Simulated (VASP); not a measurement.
NaCl:

```
Cl Na
1.0
     3.50219    0.00000    0.00000
     0.00000    3.50219    0.00000
     0.00000    0.00000    3.50219
Cl Na
1 1
Cartesian
  1.7511 1.7511 1.7511
  0.0000 0.0000 0.0000
```

- Program: VASP 6.6.1
- Task: relaxation of cell and atoms
- Functional: revPBE
- Potentials or basis: VASP PAW PBE potentials, release 64 (Cl, Na_pv)
- Cutoff: 600 eV
- k mesh: 8 × 8 × 8
- Occupations: fermi-dirac, width 0.05 eV
- Spin: no spin polarisation

At the start: pressure 1.7 GPa; volume 21.48 Å³/atom.

Q: Where does the relaxation end?

A: Over 3 steps the energy falls by 7.4 meV/atom and the volume is 23.00 Å³/atom (+7.1 %); space group Pm-3m (No. 221, to 0.05 Å).

The path:
| step | energy change (eV) | largest force (eV/Å) | pressure (GPa) | volume (Å³) |
| --- | --- | --- | --- | --- |
| 1 | 0.0000 | 0.0000 | 1.69 | 42.96 |
| 2 | -0.0110 | 0.0000 | 0.86 | 44.38 |
| 3 | -0.0148 | 0.0000 | 0.04 | 46.00 |

Final structure:
```cif
data_structure
_symmetry_space_group_name_H-M 'P 1'
_symmetry_Int_Tables_number 1
_cell_length_a 3.5830
_cell_length_b 3.5830
_cell_length_c 3.5830
_cell_angle_alpha 90.000
_cell_angle_beta 90.000
_cell_angle_gamma 90.000
_cell_volume 46.00
loop_
_atom_site_label
_atom_site_type_symbol
_atom_site_fract_x
_atom_site_fract_y
_atom_site_fract_z
_atom_site_occupancy
Cl1 Cl 0.50000 0.50000 0.50000 1
Na1 Na 0.00000 0.00000 0.00000 1
```

Caveat: the PAW data sets were made with another functional, which shifts forces and pressure a little.
